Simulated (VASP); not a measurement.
# Al (Cmcm) in VASP: single point with LDA

Aim: the single point of Al with LDA.

Everything below comes from runs of VASP 6.6.1. Logs are shortened: lines on timing, memory, paths and dates and some standing lists are left out, and cuts for length are marked.

**1. The cell of the first run**

It takes space group Cmcm (No. 63, orthorhombic). The conventional cell has a = 4.585 Å, b = 9.666 Å, c = 4.431 Å, α = 90.00°, β = 90.00°, γ = 90.00°. Al (site symmetry m2m) has 2 Al at 2.65 Å within 3.5 Å.

**2. Single point, LDA**

File INCAR:

```
SYSTEM = Al
PREC = Accurate ; ENCUT = 520
EDIFF = 1E-7 ; ISMEAR = -1
SIGMA = 0.1 ; LREAL = .FALSE.
LASPH = .TRUE. ; NELM = 80
ALGO = Normal ; ISIF = 2
LWAVE = .FALSE. ; LCHARG = .FALSE.
GGA = CA ; NBANDS = 10
```

File KPOINTS:

```
regular mesh
0
G
  6 6 5
  0 0 0
```

File POSCAR:

```
Al
1.0
    2.2922910000     -4.8332400000      0.0000000000
    2.2922910000      4.8332400000      0.0000000000
    0.0000000000      0.0000000000      4.4308970000
Al
2
Direct
    0.9250180000      0.0749820000      0.2500000000
    0.0749820000      0.9250180000      0.7500000000
```

Potentials or basis: VASP PAW LDA potentials, release 64 (Al).

On the command line:

```sh
$ cat potpaw_LDA.64/Al/POTCAR > POTCAR
$ mpirun -np 1 vasp_std > vasp.out
```

OUTCAR:

```text
SYSTEM = Al
   PREC = Accurate
   ENCUT = 520
   EDIFF = 1E-7
   ISMEAR = -1
   LREAL = .FALSE.
   LASPH = .TRUE.
   NELM = 80
   ISIF = 2
   GGA = CA

 ion  position               nearest neighbor table
   1  0.925  0.075  0.250-   2 2.65   2 2.65
   2  0.075  0.925  0.750-   1 2.65   1 2.65

  LATTYP: Found a base centered orthorhombic cell.
 ALAT       =     4.5845820000
 B/A-ratio  =     2.1084757564
 C/A-ratio  =     0.9664778599

  Lattice vectors:

 A1 = (   2.2922910000,  -4.8332400000,   0.0000000000)
 A2 = (   2.2922910000,   4.8332400000,   0.0000000000)
 A3 = (   0.0000000000,   0.0000000000,   4.4308970000)

Analysis of symmetry for initial positions (statically):
=====================================================================
 Subroutine PRICEL returns:
 Original cell was already a primitive cell.

 Routine SETGRP: Setting up the symmetry group for a
 base centered orthorhombic supercell.

 Subroutine GETGRP returns: Found  8 space group operations
 (whereof  4 operations were pure point group operations)
 out of a pool of  8 trial point group operations.

The static configuration has the point symmetry C_2h.
 The point group associated with its full space group is D_2h.

Analysis of symmetry for dynamics (positions and initial velocities):
=====================================================================
 Subroutine PRICEL returns:
 Original cell was already a primitive cell.

 Routine SETGRP: Setting up the symmetry group for a
 base centered orthorhombic supercell.

 Subroutine GETGRP returns: Found  8 space group operations
 (whereof  4 operations were pure point group operations)
 out of a pool of  8 trial point group operations.

The dynamic configuration has the point symmetry C_2h.
 The point group associated with its full space group is D_2h.

 Subroutine INISYM returns: Found  8 space group operations
 (whereof  4 operations are pure point group operations),
 and found     1 'primitive' translations

----------------------------------------------------------------------------------------

                                     Primitive cell

  volume of cell :      98.1815

  direct lattice vectors                    reciprocal lattice vectors
     2.292291000 -4.833240000  0.000000000     0.218122394 -0.103450274  0.000000000
     2.292291000  4.833240000  0.000000000     0.218122394  0.103450274  0.000000000
     0.000000000  0.000000000  4.430897000     0.000000000  0.000000000  0.225687936

  length of vectors
     5.349280973  5.349280973  4.430897000     0.241411138  0.241411138  0.225687936

  position of ions in fractional coordinates (direct lattice)
     0.925018000  0.074982000  0.250000000
     0.074982000  0.925018000  0.750000000

  ion indices of the primitive-cell ions
   primitive index   ion index
                 1           1
                 2           2

----------------------------------------------------------------------------------------

 KPOINTS: regular mesh

Automatic generation of k-mesh.
 Grid dimensions read from file:
 generate k-points for:    6    6    5

 Generating k-lattice:

  Cartesian coordinates                     Fractional coordinates (reciprocal lattice)
     0.036353732 -0.017241712  0.000000000     0.166666667  0.000000000  0.000000000
     0.036353732  0.017241712  0.000000000     0.000000000  0.166666667  0.000000000
     0.000000000  0.000000000  0.045137587     0.000000000  0.000000000  0.200000000

  Length of vectors
     0.040235190  0.040235190  0.045137587

  Shift w.r.t. Gamma in fractional coordinates (k-lattice)
     0.000000000  0.000000000  0.000000000

 Subroutine IBZKPT returns following result:
 ===========================================

 Found     39 irreducible k-points:

 Following reciprocal coordinates:
            Coordinates               Weight
  0.000000  0.000000  0.000000      1.000000
  0.166667  0.000000  0.000000      4.000000
  0.333333  0.000000  0.000000      4.000000
  0.500000  0.000000  0.000000      2.000000
  0.166667  0.166667  0.000000      2.000000
  0.333333  0.166667  0.000000      4.000000
[... 16 lines left out ...]
  0.333333  0.333333  0.200000      4.000000
  0.500000  0.333333  0.200000      8.000000
 [... further k-points ...]
   k-points           NKPTS =     39   k-points in BZ     NKDIM =     39   number of bands    NBANDS=     10
   number of dos      NEDOS =    301   number of ions     NIONS =      2
   total plane-waves  NPLWV =  57600
   dimension x,y,z NGX =    40 NGY =   40 NGZ =   36
   dimension x,y,z NGXF=    80 NGYF=   80 NGZF=   72
   ions per type =               2
   NGX,Y,Z   is equivalent  to a cutoff of  12.43, 12.43, 13.51 a.u.
   NGXF,Y,Z  is equivalent  to a cutoff of  24.86, 24.86, 27.01 a.u.
 SYSTEM =  Al
   PREC   = accura    normal or accurate (medium, high low for compatibility)
   ISTART =      0    job   : 0-new  1-cont  2-samecut
   ICHARG =      2    charge: 1-file 2-atom 10-const
   ISPIN  =      1    spin polarized calculation?
   LNONCOLLINEAR =      F non collinear calculations
   LSORBIT =      F    spin-orbit coupling
   LASPH  =      T    aspherical Exc in radial PAW
   ENCUT  =  520.0 eV  38.22 Ry    6.18 a.u.   9.95  9.95  8.24*2*pi/ulx,y,z
   NELM   =     80;   NELMIN=  2; NELMDL= -5     # of ELM steps
   EDIFF  = 0.1E-06   stopping-criterion for ELM
   LREAL  =      F    real-space projection
   EDIFFG = 0.1E-05   stopping-criterion for IOM
   NSW    =      0    number of steps for IOM
   IBRION =     -1    ionic relax: 0-MD 1-quasi-New 2-CG
   NFREE  =      0    steps in history (QN), initial steepest desc. (CG)
   ISIF   =      2    stress and relaxation
   ISYM   =      2    0-nonsym 1-usesym 2-fastsym
   POTIM  = 0.5000    time-step for ionic-motion
   TEBEG  =    0.0;   TEEND  =   0.0 temperature during run
   PSTRESS=    0.0 pullay stress
   NELECT =       6.0000    total number of electrons
   NUPDOWN=      -1.0000    fix difference up-down
   EMIN   =  10.00;   EMAX   =-10.00  energy-range for DOS
   EFERMI =   0.00;   METHOD = LEGACY
   ISMEAR =    -1;   SIGMA  =   0.10  broadening in eV -4-tet -1-fermi 0-gaus
   EFERMI_NEDOS =   21; number of points for ismear=-14 and -15
   IALGO  =     38    algorithm
   IMIX   =      4    mixing-type and parameters
     AMIX     =   0.40;   BMIX     =  1.00
     AMIX_MAG =   1.60;   BMIX_MAG =  1.00
  volume/ion in A,a.u.               =      49.09       331.28
  Fermi-wavevector in a.u.,A,eV,Ry     =   0.644835  1.218562  5.657470  0.415812
  Thomas-Fermi vector in A             =   1.712294
   LORBIT       =      0    0 simple, 1 ext, 2 COOP (PROOUT), +10 PAW based schemes
   GGA     = CA    functional components
   LHFCALC =     F    Hartree Fock is set to
   AEXX    =    0.0000 exact exchange contribution
   IVDW    =     0    specifies the selected vdW correction
   LEPSILON=     F    determine dielectric tensor
   LRPA    =     F    only Hartree local field effects (RPA)
 non-spin polarized calculation
  energy-cutoff  :      520.00
  volume of cell :       98.18
 maximum number of plane-waves:      2660
   NGX = 19   NGY = 19   NGZ = 17

 number of electron       6.0000000 magnetization

 Free energy of the ion-electron system (eV)
  ---------------------------------------------------
  ext. energy  EPLUGINS =         0.00000000
  ---------------------------------------------------
  free energy    TOTEN  =        -4.93387648 eV

  energy without entropy =       -4.87874592  energy(sigma->0) =       -4.90631120

 E-fermi :   0.0840     XC(G=0):  -6.5488

 val. band max:        0.0836007022   @ k =   0.5000   0.5000   0.4000
 cond. band min:       0.1317920171   @ k =   0.0000   0.0000   0.0000
 fundamental gap:      0.0481913149
 Fermi energy:         0.0840107483

 k-point     1 :       0.0000    0.0000    0.0000
  band No.  band energies     occupation
      1      -6.4135      2.00000
      2      -0.8197      1.99976
      3       0.1318      0.76554
      4       0.9001      0.00057
      5       1.4363      0.00000
      6       2.6206      0.00000
      7       4.0924      0.00000
      8       4.7773      0.00000
      9       6.2523      0.00000
     10       6.3826      0.00000

 k-point     2 :       0.1667    0.0000    0.0000
  band No.  band energies     occupation
      1      -6.2920      2.00000
      2      -1.0432      1.99997
      3       0.2113      0.43759
      4       0.3990      0.08216
      5       1.4892      0.00000
      6       2.6373      0.00000
      7       3.6000      0.00000
      8       5.7859      0.00000
      9       6.1408      0.00000
     10       7.1262      0.00000

 k-point     3 :       0.3333    0.0000    0.0000
  band No.  band energies     occupation
      1      -6.0090      2.00000
      2      -1.5509      2.00000
      3      -0.3644      1.97768
      4       0.3852      0.09378
      5       1.4610      0.00000
      6       2.6951      0.00000
      7       3.7581      0.00000
      8       5.7077      0.00000
      9       6.8803      0.00000
     10       7.1510      0.00000

 k-point     4 :       0.5000    0.0000    0.0000
  band No.  band energies     occupation
      1      -5.8388      2.00000
      2      -1.8757      2.00000
      3      -0.5967      1.99779
      4       0.4814      0.03692
      5       1.2790      0.00001
      6       3.0219      0.00000
      7       3.8049      0.00000
      8       5.4895      0.00000
      9       6.8915      0.00000
     10       7.2502      0.00000
[... 222 lines left out ...]
 k-point    22 :      -0.1667    0.1667    0.2000
  band No.  band energies     occupation
      1      -6.0393      2.00000
      2      -2.1195      2.00000
      3      -0.5314      1.99576
      4       1.5545      0.00000
      5       1.8825      0.00000
      6       4.2988      0.00000
      7       4.3377      0.00000
      8       4.5664      0.00000
      9       4.6938      0.00000
     10       6.9347      0.00000

 k-point    23 :       0.3333    0.3333    0.2000
  band No.  band energies     occupation
      1      -5.5408      2.00000
      2      -2.2002      2.00000
      3      -0.7417      1.99948
      4      -0.6160      1.99818
      5       2.1821      0.00000
      6       3.0870      0.00000
      7       4.7937      0.00000
      8       4.9071      0.00000
      9       5.6196      0.00000
     10       7.6219      0.00000

 k-point    24 :       0.5000    0.3333    0.2000
  band No.  band energies     occupation
      1      -5.6913      2.00000
      2      -2.4929      2.00000
      3      -0.9308      1.99992
      4       0.4306      0.06059
      5       1.9949      0.00000
      6       3.9858      0.00000
      7       4.6547      0.00000
      8       5.1250      0.00000
      9       5.6174      0.00000
     10       6.9214      0.00000

 [... further k-points ...]
[... 5 lines left out ...]
  --------------------------------------------------------------------------------------
  -------------------------------------------------------------------------------------
  Total       -2.3286250     -1.9306755     -1.8860968      0.0000000      0.0000000      0.0000000
  in kB      -37.9997183    -31.5057714    -30.7783119      0.0000000      0.0000000      0.0000000
  external PRESSURE =     -33.4279339 kB  Pullay stress =       0.0000000 kB

 VOLUME and BASIS-vectors are now :
 -----------------------------------------------------------------------------
  energy-cutoff  :      520.00
  volume of cell :       98.18
      direct lattice vectors                 reciprocal lattice vectors
     2.292291000 -4.833240000  0.000000000     0.218122394 -0.103450274  0.000000000
     2.292291000  4.833240000  0.000000000     0.218122394  0.103450274  0.000000000
     0.000000000  0.000000000  4.430897000     0.000000000  0.000000000  0.225687936

 POSITION                                       TOTAL-FORCE (eV/Angst)
 -----------------------------------------------------------------------------------
      2.29229     -4.10843      1.10772         0.000000      0.065458      0.000000
      2.29229      4.10843      3.32317         0.000000     -0.065458     -0.000000
 -----------------------------------------------------------------------------------
    total drift:                               -0.000000     -0.000000     -0.000000

  FREE ENERGIE OF THE ION-ELECTRON SYSTEM (eV)
  ---------------------------------------------------
  free  energy   TOTEN  =        -4.9338764796 eV

  energy  without entropy=       -4.8787459175  energy(sigma->0) =       -4.90631120
```

It took 16 s on 1 thread of Intel Xeon 6975P-C (Granite Rapids), shared host; peak memory 0.18 GiB.

Results:

```yaml
Free_energy: -4.9339 eV
Pressure: -3.3 GPa
Largest_force: 0.065 eV/Å
Band_gap_on_the_k_mesh: zero (band 3 reaches 0.86 eV, above the bottom of band 4 at -0.62 eV)
```

Forces on the atoms (eV/Å):
```
Al   0.000  0.065  0.000
Al   0.000 -0.065  0.000
```

Stress tensor (GPa, compression positive):
```
-3.80  0.00  0.00
 0.00 -3.15  0.00
 0.00  0.00 -3.08
```
